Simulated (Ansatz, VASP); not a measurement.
## MgSe: VASP beside Ansatz

```xyz
2
Lattice="0.0000 2.7250 2.7250 2.7250 0.0000 2.7250 2.7250 2.7250 0.0000" Properties=species:S:1:pos:R:3 pbc="T T T"
Mg    0.0000    0.0000    0.0000
Se    2.7250    2.7250    2.7250
```

Alike in both runs: task relaxation of cell and atoms; functional PBE; dispersion D3(BJ); k mesh 8 × 8 × 8; occupations gaussian, width 0.02 eV; no spin polarisation.

|  | VASP | Ansatz |
| --- | --- | --- |
| version | VASP 6.6.1 | Ansatz 0.2.0 |
| potentials or method | VASP PAW PBE potentials, release 64 (Mg, Se), cutoff 600 eV | scalar-relativistic, plane waves, PAW |
| valence electrons in the cell | 8 | 26 |

```tsv
	VASP	Ansatz	Ansatz less VASP
gap on the k mesh at the Fermi level, each at its own relaxed structure (eV)	1.83	1.85	+0.018
relaxed volume (Å³/atom)	19.91	19.95	+0.038
relaxed cell length with the largest relative difference (Å)	3.833	3.835	+0.0024
```

VASP's potentials hold 8 valence electrons a cell and Ansatz's 26, so a difference there can come from the potentials and not from the codes.
